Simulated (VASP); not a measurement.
# Zr in VASP: a series of runs

Runs on Zr. Level: r2SCAN. Tasks: single point.

Program: VASP 6.6.1. These are calculated values, not measurements. Logs are shortened: lines on timing, memory, paths and dates and some standing lists are left out, and cuts for length are marked.

**1. The cell of the first run**

The structure is cubic, space group Fm-3m (No. 225). The conventional cell has a = 4.535 Å, b = 4.535 Å, c = 4.535 Å, α = 90.00°, β = 90.00°, γ = 90.00°. Zr (site symmetry m-3m) has 12 Zr at 3.21 Å within 4.2 Å.

**2. Single point, r2SCAN**

POSCAR

```
Zr
1.0
    0.0000000000      2.2676527552      2.2676527552
    2.2676527552      0.0000000000      2.2676527552
    2.2676527552      2.2676527552      0.0000000000
Zr
1
Direct
    0.0000000000      0.0000000000      0.0000000000
```

INCAR.step1

```
PREC = Accurate
ENCUT = 520
ISMEAR = 0
SIGMA = 0.1
LREAL = F
LASPH = T
NELM = 100
NBANDS = 12
GGA = PE
ALGO = Normal
EDIFF = 1E-4
LWAVE = T
LCHARG = F
```

INCAR.step2

```
PREC = Accurate
ENCUT = 520
EDIFF = 1E-7
ISMEAR = 0
SIGMA = 0.1
LREAL = F
LASPH = T
NELM = 100
ALGO = Normal
ISIF = 2
LWAVE = F
LCHARG = F
METAGGA = R2SCAN
LMIXTAU = T
NBANDS = 12
ISTART = 1
```

KPOINTS

```
regular mesh
0
Gamma
  22 22 22
```

Potentials or basis: VASP PAW PBE potentials, release 64 (Zr_sv).

Started as:

```
$ cat potpaw_PBE.64/Zr_sv/POTCAR > POTCAR
$ cp INCAR.step1 INCAR
$ mpirun -np 1 vasp_std > vasp.out
$ cp INCAR.step2 INCAR
$ mpirun -np 1 vasp_std > vasp.out
```

OUTCAR:

```text
PREC = Accurate
   ENCUT = 520
   EDIFF = 1E-7
   ISMEAR = 0
   LREAL = F
   LASPH = T
   NELM = 100
   ISIF = 2
   METAGGA = R2SCAN
   ISTART = 1

 ion  position               nearest neighbor table
   1  0.000  0.000  0.000-

  LATTYP: Found a face centered cubic cell.
 ALAT       =     4.5353055104

  Lattice vectors:

 A1 = (   0.0000000000,   2.2676527552,   2.2676527552)
 A2 = (   2.2676527552,   0.0000000000,   2.2676527552)
 A3 = (   2.2676527552,   2.2676527552,   0.0000000000)

Analysis of symmetry for initial positions (statically):
=====================================================================
 Subroutine PRICEL returns:
 Original cell was already a primitive cell.

 Routine SETGRP: Setting up the symmetry group for a
 face centered cubic supercell.

 Subroutine GETGRP returns: Found 48 space group operations
[... 9 lines left out ...]

 Routine SETGRP: Setting up the symmetry group for a
 face centered cubic supercell.

 Subroutine GETGRP returns: Found 48 space group operations
[... 11 lines left out ...]
                                     Primitive cell

  volume of cell :      23.3217

  direct lattice vectors                    reciprocal lattice vectors
     0.000000000  2.267652755  2.267652755    -0.220492313  0.220492313  0.220492313
     2.267652755  0.000000000  2.267652755     0.220492313 -0.220492313  0.220492313
     2.267652755  2.267652755  0.000000000     0.220492313  0.220492313 -0.220492313

  length of vectors
     3.206945281  3.206945281  3.206945281     0.381903888  0.381903888  0.381903888

  position of ions in fractional coordinates (direct lattice)
     0.000000000  0.000000000  0.000000000

  ion indices of the primitive-cell ions
   primitive index   ion index
                 1           1

----------------------------------------------------------------------------------------

 KPOINTS: regular mesh

Automatic generation of k-mesh.
 Grid dimensions read from file:
 generate k-points for:   22   22   22

 Generating k-lattice:

  Cartesian coordinates                     Fractional coordinates (reciprocal lattice)
    -0.010022378  0.010022378  0.010022378     0.045454545  0.000000000  0.000000000
     0.010022378 -0.010022378  0.010022378     0.000000000  0.045454545  0.000000000
     0.010022378  0.010022378 -0.010022378     0.000000000  0.000000000  0.045454545

[... 58 lines left out ...]
   EDIFFG = 0.1E-05   stopping-criterion for IOM
   NSW    =      0    number of steps for IOM
   IBRION =     -1    ionic relax: 0-MD 1-quasi-New 2-CG
   NFREE  =      0    steps in history (QN), initial steepest desc. (CG)
   ISIF   =      2    stress and relaxation
   ISYM   =      2    0-nonsym 1-usesym 2-fastsym
   POTIM  = 0.5000    time-step for ionic-motion
   TEBEG  =    0.0;   TEEND  =   0.0 temperature during run
   PSTRESS=    0.0 pullay stress
   NELECT =      12.0000    total number of electrons
   NUPDOWN=      -1.0000    fix difference up-down
   EMIN   =  10.00;   EMAX   =-10.00  energy-range for DOS
   EFERMI =   0.00;   METHOD = LEGACY
   ISMEAR =     0;   SIGMA  =   0.10  broadening in eV -4-tet -1-fermi 0-gaus
   EFERMI_NEDOS =   21; number of points for ismear=-14 and -15
   IALGO  =     38    algorithm
   IMIX   =      4    mixing-type and parameters
     AMIX     =   0.40;   BMIX     =  1.00
     AMIX_MAG =   1.60;   BMIX_MAG =  1.00
  volume/ion in A,a.u.               =      23.32       157.38
  Fermi-wavevector in a.u.,A,eV,Ry     =   1.311844  2.479025 23.414720  1.720933
  Thomas-Fermi vector in A             =   2.442277
   LORBIT       =      0    0 simple, 1 ext, 2 COOP (PROOUT), +10 PAW based schemes
   METAGGA = R2SCAN    functional components
   LHFCALC =     F    Hartree Fock is set to
   AEXX    =    0.0000 exact exchange contribution
   IVDW    =     0    specifies the selected vdW correction
   LEPSILON=     F    determine dielectric tensor
   LRPA    =     F    only Hartree local field effects (RPA)
 non-spin polarized calculation
 Gauss-broadening in eV      SIGMA  =   0.10
  energy-cutoff  :      520.00
  volume of cell :       23.32
 maximum number of plane-waves:       639
   NGX = 11   NGY = 11   NGZ = 11

 number of electron      12.0000000 magnetization

 Free energy of the ion-electron system (eV)
  ---------------------------------------------------
  ext. energy  EPLUGINS =         0.00000000
  ---------------------------------------------------
  free energy    TOTEN  =       -22.69749014 eV

  energy without entropy =      -22.68981444  energy(sigma->0) =      -22.69365229

 E-fermi :   8.8814     XC(G=0): -11.9579

 val. band max:        8.8772210352   @ k =  -0.2727   0.2273   0.0455
 cond. band min:       8.8817729453   @ k =  -0.2273   0.0455   0.0000
 fundamental gap:      0.0045519101
 Fermi energy:         8.8813774822

 k-point     1 :       0.0000    0.0000    0.0000
  band No.  band energies     occupation
      1     -41.5117      2.00000
      2     -18.3124      2.00000
      3     -18.3124      2.00000
      4     -18.3124      2.00000
      5       2.9952      2.00000
      6      10.0141      0.00000
      7      10.0141      0.00000
      8      10.0141      0.00000
      9      12.6145      0.00000
     10      12.6145      0.00000
     11      19.7476      0.00000
     12      24.3057      0.00000
[... 331 lines left out ...]
 k-point    24 :      -0.4545    0.0455    0.0000
  band No.  band energies     occupation
      1     -41.3602      2.00000
      2     -19.3066      2.00000
      3     -18.4570      2.00000
      4     -18.4410      2.00000
      5       5.8726      2.00000
      6       9.5691      0.00000
      7       9.9160      0.00000
      8       9.9507      0.00000
      9      14.2303      0.00000
     10      14.4952      0.00000
     11      18.9232      0.00000
     12      19.8490      0.00000

 [... further k-points ...]

------------------------ aborting loop because EDIFF is reached ----------------------------------------

  FORCE on cell =-STRESS in cart. coord.  units (eV):
  Direction    XX          YY          ZZ          XY          YZ          ZX
  --------------------------------------------------------------------------------------
  -------------------------------------------------------------------------------------
  Total        0.0028149      0.0028149      0.0028149      0.0000000      0.0000000      0.0000000
  in kB        0.1933777      0.1933777      0.1933777      0.0000000      0.0000000      0.0000000
  external PRESSURE =       0.1933777 kB  Pullay stress =       0.0000000 kB

 VOLUME and BASIS-vectors are now :
 -----------------------------------------------------------------------------
  energy-cutoff  :      520.00
  volume of cell :       23.32
      direct lattice vectors                 reciprocal lattice vectors
     0.000000000  2.267652755  2.267652755    -0.220492313  0.220492313  0.220492313
     2.267652755  0.000000000  2.267652755     0.220492313 -0.220492313  0.220492313
     2.267652755  2.267652755  0.000000000     0.220492313  0.220492313 -0.220492313

 POSITION                                       TOTAL-FORCE (eV/Angst)
 -----------------------------------------------------------------------------------
      0.00000      0.00000      0.00000         0.000000      0.000000      0.000000
 -----------------------------------------------------------------------------------
    total drift:                                0.000000      0.000000      0.000000

  FREE ENERGIE OF THE ION-ELECTRON SYSTEM (eV)
  ---------------------------------------------------
  free  energy   TOTEN  =       -22.6974901419 eV

  energy  without entropy=      -22.6898144435  energy(sigma->0) =      -22.69365229
```

Run time: 2.7 min. Hardware: 1 thread of Intel Xeon Platinum 8259CL at 2.50GHz (Skylake/Cascade Lake), shared host; peak memory 0.21 GiB.

What came out:

| Property | Result |
| --- | --- |
| Free energy | -22.6975 eV |
| Pressure | 0.0 GPa |
| Band gap on the k mesh | zero (band 6 reaches 10.01 eV, above the bottom of band 7 at 8.27 eV) |

Levels at points of the mesh, in eV from the Fermi level:
| k point | band 4 | band 5 | band 6 | band 7 | band 8 | band 9 |
| --- | --- | --- | --- | --- | --- | --- |
| (0.00, 0.00, 0.00) | -27.19 | -5.89 | 1.13 | 1.13 | 1.13 | 3.73 |
| (0.50, 0.00, 0.00) | -27.32 | -3.06 | 0.97 | 0.97 | 0.97 | 5.49 |
| (0.50, 0.50, 0.00) | -27.55 | -3.08 | -2.26 | 3.01 | 5.55 | 5.97 |

Caveat: the PAW data sets were made with another functional, which shifts forces and pressure a little.

**3. Single point, r2SCAN**

This run uses another cell than the first one: it holds 4 atoms, not 1.

POSCAR

```
Zr
1.0
    2.2637538326     -2.2727821777      0.0000000000
    2.2637538326      2.2727821777      0.0000000000
    0.0000000000      0.0000000000      9.0550538287
Zr
4
Direct
    0.7502555217      0.2497444783      0.1250066155
    0.7497444783      0.2502555217      0.6250066155
    0.2497444783      0.7502555217      0.8749933845
    0.2502555217      0.7497444783      0.3749933845
```

INCAR.step1

```
SYSTEM = Zr
ALGO = Normal
EDIFF = 1E-4
ENCUT = 520
GGA = PE
ISMEAR = 0
LASPH = .True.
LCHARG = .False.
LREAL = .False.
LWAVE = .True.
NBANDS = 32
NELM = 100
PREC = Accurate
SIGMA = 0.1
```

INCAR.step2

```
SYSTEM = Zr
ALGO = Normal
EDIFF = 1E-6
ENCUT = 520
ISIF = 2
ISMEAR = 0
ISTART = 1
LASPH = .True.
LCHARG = .False.
LMIXTAU = .True.
LREAL = .False.
LWAVE = .False.
METAGGA = R2SCAN
NBANDS = 32
NELM = 100
PREC = Accurate
SIGMA = 0.1
```

KPOINTS

```
k-points
0
Gamma
  6 6 2
  0 0 0
```

Potentials or basis: VASP PAW PBE potentials, release 64 (Zr_sv).

Started as:

```
$ cat potpaw_PBE.64/Zr_sv/POTCAR > POTCAR
$ cp INCAR.step1 INCAR
$ mpirun -np 1 vasp_std > vasp.out
$ cp INCAR.step2 INCAR
$ mpirun -np 1 vasp_std > vasp.out
```

It took 2.9 min on 1 thread of Intel Xeon Platinum 8259CL at 2.50GHz (Skylake/Cascade Lake), shared host; peak memory 0.22 GiB.

The run converged. Its results:

```
Free energy            : -90.7941 eV
Pressure               : 0.0 GPa
Largest force          : 0.003 eV/Å
Band gap on the k mesh : zero (band 24 reaches 10.00 eV, above the bottom of band 25 at 8.48 eV)
```

Forces on the atoms (eV/Å):
```
Zr   0.000  0.003 -0.001
Zr   0.000 -0.003 -0.001
Zr   0.000 -0.003  0.001
Zr   0.000  0.003  0.001
```

Stress tensor (GPa, compression positive):
```
 0.25  0.00  0.00
 0.00  0.05  0.00
 0.00  0.00 -0.22
```

Levels at points of the mesh, in eV from the Fermi level:
```tsv
k point	band 22	band 23	band 24	band 25	band 26	band 27
(0.00, 0.00, 0.00)	-0.91	-0.91	1.10	1.14	1.16	1.43
(0.50, 0.00, 0.00)	-0.43	-0.13	-0.13	0.94	0.94	0.98
(0.50, 0.50, 0.00)	-1.80	-0.45	-0.45	-0.42	-0.42	2.69
(0.00, 0.00, 0.50)	-1.91	0.42	0.42	1.51	1.51	1.54
(0.50, 0.00, 0.50)	0.06	0.07	0.07	0.69	0.69	0.70
(0.50, 0.50, 0.50)	-1.80	-1.78	-1.78	1.50	1.50	1.54
```

Caveat: the PAW data sets were made with another functional, which shifts forces and pressure a little.
